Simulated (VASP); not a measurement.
# BN: single point with PBE+D3(BJ)

The system is BN.

```xyz
2
Lattice="1.2011 0.6934 3.5079 -1.2011 0.6934 3.5079 0.0000 -1.3869 3.5079" Properties=species:S:1:pos:R:3 pbc="T T T"
B     0.0000    0.0000   10.5201
N     0.0000    0.0000    3.5018
```

This cell differs from its parent crystal: strain -0.040 along x and y, +0.040 along z.

* Program: VASP 6.6.1
* Task: single point
* Functional: PBE
* Dispersion: D3(BJ)
* Potentials or basis: VASP PAW PBE potentials, release 64 (B, N)
* Cutoff: 520 eV
* k mesh: 12 × 12 × 12
* Occupations: gaussian, width 0.05 eV
* Spin: no spin polarisation

```
Pressure                   : 34.7 GPa
Largest force              : 0.017 eV/Å
Band gap on the k mesh     : 4.58 eV, indirect (least direct gap 5.00 eV)
Dispersion energy per atom : -0.143 eV
```

Forces in eV/Å, atoms in the order of the input:
```
B    0.000  0.000 -0.017
N    0.000  0.000  0.017
```

Stress tensor (GPa, compression positive):
```
52.92  0.00  0.00
 0.00 52.92  0.00
 0.00  0.00 -1.84
```

Levels at points of the mesh, in eV from the valence-band top:
| k point | band 2 | band 3 | band 4 | band 5 | band 6 | band 7 |
| --- | --- | --- | --- | --- | --- | --- |
| (0.00, 0.00, 0.00) | -5.10 | -1.15 | -1.15 | 4.86 | 12.71 | 12.71 |
| (0.50, 0.00, 0.00) | -9.42 | -4.29 | -0.81 | 5.45 | 11.04 | 13.51 |
| (0.50, 0.50, 0.00) | -9.34 | -4.32 | -1.24 | 4.58 | 11.25 | 14.62 |
| (0.50, 0.50, 0.50) | -6.63 | -1.16 | -1.16 | 9.83 | 12.66 | 12.66 |

Wall time 37 s on 1 thread of Intel(R) Xeon(R) Platinum 8375C CPU @ 2.90GHz (Ice Lake), with other jobs on the host, peak memory 0.18 GiB.

Caveat: the cell differs from its parent crystal (strain -0.040 along x and y, +0.040 along z). A k mesh can miss the band edges.
